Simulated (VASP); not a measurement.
# SiMo3 (P1) in VASP: relaxation of cell and atoms with PBE

Aim: the relaxation of cell and atoms of SiMo3 with PBE.

Program: VASP 6.6.1. These are calculated values, not measurements. Logs are shortened: lines on timing, memory, paths and dates and some standing lists are left out, and cuts for length are marked.

## Step 1: The cell of the first run

The typed cell holds 8 atoms: a = 4.900 Å, b = 4.902 Å, c = 4.860 Å, α = 91.17°, β = 90.30°, γ = 90.61°.

## Step 2: Relaxation of cell and atoms, PBE

INCAR reads:

```
ALGO = Normal ; EDIFF = 1E-7
EDIFFG = -0.025 ; ENCUT = 500
GGA = PE ; GGA_COMPAT = False
IBRION = 2 ; ISIF = 3
ISMEAR = 0 ; LASPH = True
LCHARG = False ; LREAL = False
LWAVE = False ; NELM = 120
NELMIN = 4 ; NSW = 80
PREC = Accurate ; SIGMA = 0.2
```

KPOINTS reads:

```
k-points
0
Gamma
  4 4 4
```

POSCAR reads:

```
SiMo3
1.0
    4.9001854257     -0.0260236984     -0.0129500292
   -0.0260236984      4.9013223206     -0.0497565138
   -0.0129500292     -0.0497565138      4.8602196057
Si Mo
2 6
Direct
    0.5528554506      0.5054570319      0.5236687796
    0.9841727766      0.0184395274     -0.0095122323
   -0.0088815424      0.4947212845      0.7634801298
    0.9813208555      0.5101575828      0.2341570200
    0.4794702224      0.2652709470     -0.0034271377
    0.4764436584      0.7507638008      0.0258341640
    0.2683146414     -0.0099150560      0.4853663978
    0.7663039374      0.9651048816      0.4804328787
```

Potentials or basis: VASP PAW PBE potentials, release 64 (Si, Mo_sv).

Run with:

```sh
> cat potpaw_PBE.64/Si/POTCAR potpaw_PBE.64/Mo_sv/POTCAR > POTCAR
> mpirun -np 1 vasp_std > vasp.out
```

OUTCAR:

```text
EDIFF = 1E-7
   EDIFFG = -0.025
   ENCUT = 500
   GGA = PE
   IBRION = 2
   ISIF = 3
   ISMEAR = 0
   LASPH = True
   LREAL = False
   NELM = 120
   NELMIN = 4
   NSW = 80
   PREC = Accurate

 ion  position               nearest neighbor table
   1  0.553  0.505  0.524-   3 2.44   8 2.49   4 2.53   5 2.63   6 2.73   6 2.75   7 2.78   5 2.82
                             8 2.86   7 2.87   3 3.00   4 3.13
   2  0.984  0.018  0.990-   3 2.60   8 2.63   4 2.66   5 2.70   8 2.70   6 2.76   5 2.76   3 2.77
                             7 2.78   4 2.78   6 2.81   7 2.83
   3  0.991  0.495  0.763-   4 2.29   1 2.44   4 2.58   2 2.60   2 2.77   5 2.89   8 2.93   6 2.95
                             5 2.98   1 3.00   6 3.10   8 3.10   7 3.11   7 3.12
   4  0.981  0.510  0.234-   3 2.29   1 2.53   3 2.58   2 2.66   8 2.73   2 2.78   6 2.88   6 2.94
                             5 2.95   5 2.96   7 2.97   8 3.12   1 3.13   7 3.19
   5  0.479  0.265  0.997-   6 2.38   6 2.53   1 2.63   2 2.70   2 2.76   1 2.82   3 2.89   7 2.94
                             4 2.95   4 2.96   3 2.98   7 2.98   8 3.13   8 3.22
   6  0.476  0.751  0.026-   5 2.38   5 2.53   7 2.71   1 2.73   1 2.75   2 2.76   8 2.80   2 2.81
                             4 2.88   4 2.94   3 2.95   7 3.07   3 3.10   8 3.20
   7  0.268  0.990  0.485-   8 2.44   8 2.46   6 2.71   1 2.78   2 2.78   2 2.83   1 2.87   5 2.94
                             4 2.97   5 2.98   6 3.07   3 3.11   3 3.12   4 3.19
   8  0.766  0.965  0.480-   7 2.44   7 2.46   1 2.49   2 2.63   2 2.70   4 2.73   6 2.80   1 2.86
                             3 2.93   3 3.10   4 3.12   5 3.13   6 3.20   5 3.22

  LATTYP: Found a triclinic cell.
 ALAT       =     4.9016439522
 B/A-ratio  =     1.3938709547
 C/A-ratio  =     1.7356143040
 COS(alpha) =     0.0003820349
 COS(beta)  =     0.5817029044
 COS(gamma) =     0.7029334436

  Lattice vectors:

 A1 = (  -0.0260236984,   4.9013223206,  -0.0497565138)
 A2 = (  -0.0389737276,   4.8515658068,   4.8104630919)
 A3 = (   4.8871117565,   4.9250551360,  -4.9229261487)

Analysis of symmetry for initial positions (statically):
=====================================================================
 Subroutine PRICEL returns:
 Original cell was already a primitive cell.

 Routine SETGRP: Setting up the symmetry group for a
 triclinic supercell.

 Subroutine GETGRP returns: Found  1 space group operations
 (whereof  1 operations were pure point group operations)
 out of a pool of  2 trial point group operations.

The static configuration has the point symmetry C_1 .

Analysis of symmetry for dynamics (positions and initial velocities):
=====================================================================
 Subroutine PRICEL returns:
 Original cell was already a primitive cell.

 Routine SETGRP: Setting up the symmetry group for a
 triclinic supercell.

 Subroutine GETGRP returns: Found  1 space group operations
 (whereof  1 operations were pure point group operations)
 out of a pool of  2 trial point group operations.

The dynamic configuration has the point symmetry C_1 .

 Subroutine INISYM returns: Found  1 space group operations
 (whereof  1 operations are pure point group operations),
 and found     1 'primitive' translations

----------------------------------------------------------------------------------------

                                     Primitive cell

  volume of cell :     116.7135

  direct lattice vectors                    reciprocal lattice vectors
     4.900185426 -0.026023698 -0.012950029     0.204081161  0.001089208  0.000554924
    -0.026023698  4.901322321 -0.049756514     0.001089208  0.204053593  0.002091902
    -0.012950029 -0.049756514  4.860219606     0.000554924  0.002091902  0.205774914

  length of vectors
     4.900271640  4.901643952  4.860491542     0.204084822  0.204067223  0.205786295

  position of ions in fractional coordinates (direct lattice)
     0.552855451  0.505457032  0.523668780
     0.984172777  0.018439527  0.990487768
     0.991118458  0.494721285  0.763480130
     0.981320856  0.510157583  0.234157020
     0.479470222  0.265270947  0.996572862
     0.476443658  0.750763801  0.025834164
     0.268314641  0.990084944  0.485366398
     0.766303937  0.965104882  0.480432879

  ion indices of the primitive-cell ions
   primitive index   ion index
[... 31 lines left out ...]
 ===========================================

 Found     36 irreducible k-points:

 Following reciprocal coordinates:
            Coordinates               Weight
  0.000000  0.000000  0.000000      1.000000
  0.250000 -0.000000  0.000000      2.000000
  0.500000 -0.000000  0.000000      1.000000
 -0.000000  0.250000  0.000000      2.000000
  0.250000  0.250000 -0.000000      2.000000
  0.500000  0.250000  0.000000      2.000000
[... 16 lines left out ...]
 -0.000000 -0.250000  0.250000      2.000000
  0.250000 -0.250000  0.250000      2.000000
 [... further k-points ...]
   k-points           NKPTS =     36   k-points in BZ     NKDIM =     36   number of bands    NBANDS=     55
   number of dos      NEDOS =    301   number of ions     NIONS =      8
   total plane-waves  NPLWV =  46656
   dimension x,y,z NGX =    36 NGY =   36 NGZ =   36
   dimension x,y,z NGXF=    72 NGYF=   72 NGZF=   72
   ions per type =               2   6
   NGX,Y,Z   is equivalent  to a cutoff of  12.21, 12.21, 12.31 a.u.
   NGXF,Y,Z  is equivalent  to a cutoff of  24.43, 24.42, 24.63 a.u.
 SYSTEM =  unknown system
   PREC   = accura    normal or accurate (medium, high low for compatibility)
   ISTART =      0    job   : 0-new  1-cont  2-samecut
   ICHARG =      2    charge: 1-file 2-atom 10-const
   ISPIN  =      1    spin polarized calculation?
   LNONCOLLINEAR =      F non collinear calculations
   LSORBIT =      F    spin-orbit coupling
   LASPH  =      T    aspherical Exc in radial PAW
   ENCUT  =  500.0 eV  36.75 Ry    6.06 a.u.   8.93  8.94  8.86*2*pi/ulx,y,z
   NELM   =    120;   NELMIN=  4; NELMDL= -5     # of ELM steps
   EDIFF  = 0.1E-06   stopping-criterion for ELM
   LREAL  =      F    real-space projection
   EDIFFG = -.3E-01   stopping-criterion for IOM
   NSW    =     80    number of steps for IOM
   IBRION =      2    ionic relax: 0-MD 1-quasi-New 2-CG
   NFREE  =      1    steps in history (QN), initial steepest desc. (CG)
   ISIF   =      3    stress and relaxation
   ISYM   =      2    0-nonsym 1-usesym 2-fastsym
   POTIM  = 0.5000    time-step for ionic-motion
   TEBEG  =    0.0;   TEEND  =   0.0 temperature during run
   PSTRESS=    0.0 pullay stress
   NELECT =      92.0000    total number of electrons
   NUPDOWN=      -1.0000    fix difference up-down
   EMIN   =  10.00;   EMAX   =-10.00  energy-range for DOS
   EFERMI =   0.00;   METHOD = LEGACY
   ISMEAR =     0;   SIGMA  =   0.20  broadening in eV -4-tet -1-fermi 0-gaus
   EFERMI_NEDOS =   21; number of points for ismear=-14 and -15
   IALGO  =     38    algorithm
   IMIX   =      4    mixing-type and parameters
     AMIX     =   0.40;   BMIX     =  1.00
     AMIX_MAG =   1.60;   BMIX_MAG =  1.00
  volume/ion in A,a.u.               =      14.59        98.45
  Fermi-wavevector in a.u.,A,eV,Ry     =   1.512274  2.857783 31.116141  2.286972
  Thomas-Fermi vector in A             =   2.622220
   LORBIT       =      0    0 simple, 1 ext, 2 COOP (PROOUT), +10 PAW based schemes
   GGA     = PE    functional components
   LHFCALC =     F    Hartree Fock is set to
   AEXX    =    0.0000 exact exchange contribution
   IVDW    =     0    specifies the selected vdW correction
   LEPSILON=     F    determine dielectric tensor
   LRPA    =     F    only Hartree local field effects (RPA)
 conjugate gradient relaxation of ions
 non-spin polarized calculation
 Gauss-broadening in eV      SIGMA  =   0.20
  energy-cutoff  :      500.00
  volume of cell :      116.71
 maximum number of plane-waves:      2980
   NGX = 17   NGY = 17   NGZ = 17

--------------------------------------- Ionic step        1  -------------------------------------------

 number of electron      92.0000006 magnetization

 Free energy of the ion-electron system (eV)
  ---------------------------------------------------
  ext. energy  EPLUGINS =         0.00000000
  ---------------------------------------------------
  free energy    TOTEN  =       -77.46913061 eV

  energy without entropy =      -77.38406298  energy(sigma->0) =      -77.42659679

------------------------ aborting loop because EDIFF is reached ----------------------------------------

  FORCE on cell =-STRESS in cart. coord.  units (eV):
  Direction    XX          YY          ZZ          XY          YZ          ZX
  --------------------------------------------------------------------------------------
  -------------------------------------------------------------------------------------
  Total        7.3818768      6.0769204      9.2449205      0.5171887      2.0121736      0.5394111
  in kB      101.3342531     83.4205459    126.9090696      7.0996763     27.6219877      7.4047326
  external PRESSURE =     103.8879562 kB  Pullay stress =       0.0000000 kB
[... 107 lines left out ...]
  FREE ENERGIE OF THE ION-ELECTRON SYSTEM (eV)
  ---------------------------------------------------
  free  energy   TOTEN  =       -78.2465717760 eV

  energy  without entropy=      -78.1435500133  energy(sigma->0) =      -78.19506089

[... ionic steps 4 to 12 ...]

--------------------------------------- Ionic step       13  -------------------------------------------

 number of electron      91.9999973 magnetization

------------------------ aborting loop because EDIFF is reached ----------------------------------------
[... 79 lines left out ...]
--------------------------------------- Ionic step       15  -------------------------------------------

 number of electron      91.9999973 magnetization

 Free energy of the ion-electron system (eV)
  ---------------------------------------------------
  ext. energy  EPLUGINS =         0.00000000
  ---------------------------------------------------
  free energy    TOTEN  =       -78.92226175 eV

  energy without entropy =      -78.82652558  energy(sigma->0) =      -78.87439367

 E-fermi :  12.4792     XC(G=0): -13.0256

 val. band max:       12.4025523990   @ k =  -0.0000   0.5000   0.5000
 cond. band min:      12.5134947207   @ k =  -0.0000   0.2500   0.5000
 fundamental gap:      0.1109423217
 Fermi energy:        12.4792313476

 k-point     1 :       0.0000    0.0000    0.0000
  band No.  band energies     occupation
      1     -48.7623      2.00000
      2     -48.6548      2.00000
      3     -48.6545      2.00000
      4     -48.3432      2.00000
      5     -48.3430      2.00000
      6     -48.3426      2.00000
[... 1381 lines left out ...]
     54      14.5581      0.00000
     55      14.5610      0.00000

 [... further k-points ...]

------------------------ aborting loop because EDIFF is reached ----------------------------------------

  FORCE on cell =-STRESS in cart. coord.  units (eV):
  Direction    XX          YY          ZZ          XY          YZ          ZX
  --------------------------------------------------------------------------------------
  -------------------------------------------------------------------------------------
  Total       -0.0694493     -0.1504072     -0.1030745      0.0131050      0.0006211      0.0113228
  in kB       -0.9367458     -2.0287215     -1.3902890      0.1767630      0.0083781      0.1527237
  external PRESSURE =      -1.4519188 kB  Pullay stress =       0.0000000 kB
[... 23 lines left out ...]
  FREE ENERGIE OF THE ION-ELECTRON SYSTEM (eV)
  ---------------------------------------------------
  free  energy   TOTEN  =       -78.9222617518 eV

  energy  without entropy=      -78.8265255825  energy(sigma->0) =      -78.87439367

 reached required accuracy - stopping structural energy minimisation
```

Wall time 59 min (1 thread of AMD EPYC 7R13, shared host); peak memory 0.28 GiB.

What came out:

* Free energy: -78.9223 eV
* Relaxed volume: 14.85 Å³/atom
* Relaxed cell: a = 4.915 Å, b = 4.917 Å, c = 4.916 Å, α = 90.00°, β = 90.01°, γ = 90.01°
* Space group after relaxing (to 0.1 Å): Pm-3n (No. 223)
* Energy gained by relaxing: 181.6 meV/atom
* Ionic steps: 15
* Pressure after relaxing: -0.1 GPa
* Largest force after relaxing: 0.024 eV/Å
* Band gap on the k mesh: zero (bands 46 and 47 overlap by 2.40 eV)

Forces in eV/Å, atoms in the order of the input:
```
Si   0.009 -0.011  0.009
Si   0.001  0.006 -0.008
Mo   0.020  0.001  0.010
Mo  -0.004 -0.006 -0.005
Mo  -0.003  0.012 -0.006
Mo  -0.022 -0.009  0.000
Mo  -0.003  0.003  0.001
Mo   0.001  0.004  0.000
```

The path:
| step | energy change (eV) | largest force (eV/Å) | pressure (GPa) | volume (Å³) |
| --- | --- | --- | --- | --- |
| 1 | 0.0000 | 3.4843 | 10.39 | 116.71 |
| 2 | -0.1336 | 0.7521 | -21.69 | 133.40 |
| 3 | -0.7774 | 1.7088 | -9.23 | 124.76 |
| 4 | -1.2626 | 1.0564 | 4.42 | 117.01 |
| 5 | -1.2868 | 0.8906 | 1.53 | 118.30 |
| 6 | -1.4056 | 0.4551 | -0.36 | 118.97 |
| 7 | -1.4153 | 0.3936 | -0.92 | 119.22 |
| 8 | -1.4397 | 0.2772 | 1.51 | 118.02 |
| 9 | -1.4397 | 0.2739 | 1.61 | 117.98 |
| 10 | -1.4456 | 0.1475 | -1.48 | 119.44 |
| 11 | -1.4496 | 0.1743 | -0.30 | 118.87 |
| 12 | -1.4526 | 0.0707 | 0.06 | 118.69 |
| 13 | -1.4528 | 0.0575 | 0.17 | 118.63 |
| 14 | -1.4531 | 0.0182 | -0.26 | 118.84 |
| 15 | -1.4531 | 0.0239 | -0.15 | 118.78 |

Final structure:
```xyz
8
Lattice="4.9150 -0.0004 -0.0006 -0.0006 4.9165 -0.0004 -0.0004 0.0002 4.9156" Properties=species:S:1:pos:R:3 pbc="T T T"
Si    2.4555    2.4593    2.4564
Si    0.0001    4.9159    0.0006
Mo    4.9127    2.4577    3.6853
Mo   -0.0001    2.4586    1.2286
Mo    2.4575    1.2283   -0.0001
Mo    2.4586    3.6875    4.9148
Mo    1.2288    0.0000    2.4580
Mo    3.6862   -0.0001    2.4576
```
